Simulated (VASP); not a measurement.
Write the native input for VASP 6.6.1 that does the following.

| Quantity | Value |
| --- | --- |
| Task | single point |
| Functional | PBE |
| Potentials or basis | VASP PAW PBE potentials, release 64 (W_sv, C_h) |
| Cutoff | 910 eV |
| k mesh | 9 × 9 × 8 |
| Occupations | fermi-dirac, width 0.05 eV |
| Spin | no spin polarisation |
| Dipole correction | no |
| Second run | hard_potentials |
| Further INCAR settings | ALGO = Normal; EDIFF = 1e-06; NBANDS = 16 |

The structure of WC (Qusongite) lies in POSCAR:

```
WC
1.0
    2.8774350000      0.0000000000      0.0000000000
   -1.4387175000      2.4919318077      0.0000000000
    0.0000000000      0.0000000000      2.8366000000
W C
1 1
Direct
    0.0000000000      0.0000000000      0.0000000000
    0.6666666667      0.3333333333      0.5000000000
```

The input as run:

INCAR

```
SYSTEM = WC
ALGO = Normal
EDIFF = 1E-6
ENCUT = 910
GGA = PE
GGA_COMPAT = .FALSE.
ISIF = 2
ISMEAR = -1
LASPH = .TRUE.
LCHARG = .FALSE.
LREAL = .FALSE.
LWAVE = .FALSE.
NBANDS = 16
NELM = 120
PREC = Accurate
SIGMA = 0.05
```

KPOINTS

```
k-points
0
G
  9 9 8
  0 0 0
```

Potentials or basis: VASP PAW PBE potentials, release 64 (W_sv, C_h).

The run is started by

```console
$ cat potpaw_PBE.64/W_sv/POTCAR potpaw_PBE.64/C_h/POTCAR > POTCAR
$ mpirun -np 1 vasp_std > vasp.out
```

It gave:

```yaml
Pressure: 15.0 GPa
Band_gap_on_the_k_mesh: zero (band 9 reaches 12.39 eV, above the bottom of band 10 at 11.10 eV)
```

Caveat: the cutoff is under 1.25 times the usual one of these potentials, so pressure, stress and relaxed cells hold a basis-set (Pulay) error; spin-orbit coupling is left out, which moves the levels of the heavy elements.

It used 47 s of CPU time on 1 thread of AMD EPYC 7R13 Processor (Zen 3), with other jobs on the host.
